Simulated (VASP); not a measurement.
A run of VASP 6.6.1 is set up as follows.

INCAR

```
PREC = Accurate
ENCUT = 520
EDIFF = 1E-6
ISMEAR = 0
SIGMA = 0.05
LREAL = F
LASPH = T
NELM = 150
ALGO = Normal
ISIF = 2
LWAVE = F
LCHARG = F
ISPIN = 2
MAGMOM = 0.5 0.5
LORBIT = 11
GGA = PE
NBANDS = 20
```

The input KPOINTS:

```
Automatic mesh
0
Gamma
  1 1 15
```

POSCAR

```
GaSb
1.0
   10.1000000000      0.0000000000      0.0000000000
    0.0000000000      9.3000000000      0.0000000000
    0.0000000000      0.0000000000      4.3588889587
Ga Sb
1 1
Direct
    0.4460533545      0.5000000000      0.0000000000
    0.5539466455      0.5000000000      0.5000000000
```

Potentials or basis: VASP PAW PBE potentials, release 64 (Ga_d, Sb).

Launch:

```console
$ cat potpaw_PBE.64/Ga_d/POTCAR potpaw_PBE.64/Sb/POTCAR > POTCAR
$ mpirun -np 1 vasp_std > vasp.out
```

Question: Predict the site moments.

Answer: Ga +0.04; Sb +0.06 μB.

Question: Estimate the largest force.

Answer: 0.886 eV/Å.

Question: What does it give for the net moment?

Answer: 0.25 μB per cell.

Forces on the atoms (eV/Å):
```
Ga  -0.886  0.000  0.000
Sb   0.886  0.000  0.000
```
